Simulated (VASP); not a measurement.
Set up this calculation in VASP 6.6.1, as the native input.

```
Task                   : single point
Functional             : LDA
Potentials or basis    : VASP PAW LDA potentials, release 64 (Re_sv_GW)
Cutoff                 : 560 eV
k mesh                 : 13 × 13 × 7
Occupations            : fermi-dirac, width 0.1 eV
Spin                   : no spin polarisation
Dipole correction      : no
Further INCAR settings : ALGO = Normal; EDIFF = 1e-06; NBANDS = 22
```

The structure of Re lies in POSCAR:

```
Re
1.0
    2.7391880258      0.0000000000      0.0000000000
   -1.3695940129      2.3722064161      0.0000000000
    0.0000000000      0.0000000000      4.4118668232
Re
2
Direct
    0.3333333333      0.6666666667      0.2500000000
    0.6666666667      0.3333333333      0.7500000000
```

The input as run:

INCAR

```
SYSTEM = Re
PREC = Accurate ; ENCUT = 560
EDIFF = 1E-6 ; ISMEAR = -1
SIGMA = 0.1 ; LREAL = .False.
LASPH = .True. ; NELM = 120
ALGO = Normal ; ISIF = 2
LWAVE = .False. ; LCHARG = .False.
GGA = CA ; NBANDS = 22
GGA_COMPAT = .False.
```

KPOINTS

```
regular mesh
0
Gamma
  13 13 7
  0 0 0
```

Potentials or basis: VASP PAW LDA potentials, release 64 (Re_sv_GW).

Command:

```console
$ cat potpaw_LDA.64/Re_sv_GW/POTCAR > POTCAR
$ mpirun -np 1 vasp_std > vasp.out
```

It gave:

```
Pressure               : 0.0 GPa
Band gap on the k mesh : zero (bands 15 and 16 overlap by 3.05 eV)
```

Caveat: spin-orbit coupling is left out, which moves the levels of the heavy elements.

Wall time 44 s on 1 thread of AMD EPYC 7R13 Processor (Zen 3) (shared host), peak memory 0.15 GiB.
